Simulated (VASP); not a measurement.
Wanted: the native input for a VASP 6.6.1 run.

* Task: single point
* Functional: PBE
* Potentials or basis: VASP PAW PBE potentials, release 64 (Ta_pv)
* Cutoff: 520 eV
* k mesh: 16 × 16 × 16
* Occupations: fermi-dirac, width 0.08 eV
* Spin: no spin polarisation
* Dipole correction: no
* Further INCAR settings: ALGO = Normal; EDIFF = 1e-06; NBANDS = 12

The structure of Ta lies in POSCAR:

```
Ta
1.0
    0.0000000000      2.1121900033      2.1121900033
    2.1121900033      0.0000000000      2.1121900033
    2.1121900033      2.1121900033      0.0000000000
Ta
1
Direct
    0.0000000000      0.0000000000      0.0000000000
```

These files were run (other wordings do the same):

INCAR

```
PREC     = Accurate       # precision mode
ENCUT    = 520            # plane-wave cutoff, eV
EDIFF    = 1E-6           # SCF threshold, eV
ISMEAR   = -1             # smearing method
SIGMA    = 0.08           # smearing width, eV
LREAL    = False          # projectors in reciprocal space
LASPH    = True           # aspherical terms in the spheres
NELM     = 60             # most SCF steps
ALGO     = Normal         # electronic algorithm
ISIF     = 2              # what is computed and relaxed
LWAVE    = False          # write WAVECAR
LCHARG   = False          # write CHGCAR
GGA      = PE             # functional
NBANDS   = 12             # bands
```

KPOINTS

```
regular mesh
0
Gamma
  16 16 16
```

Potentials or basis: VASP PAW PBE potentials, release 64 (Ta_pv).

Command:

```sh
$ cat potpaw_PBE.64/Ta_pv/POTCAR > POTCAR
$ mpirun -np 1 vasp_std > vasp.out
```

It gave:

The pressure is 0.0 GPa.

It took 32 s on 1 thread of Intel Xeon 8259CL, on a shared host, peak memory 0.16 GiB.
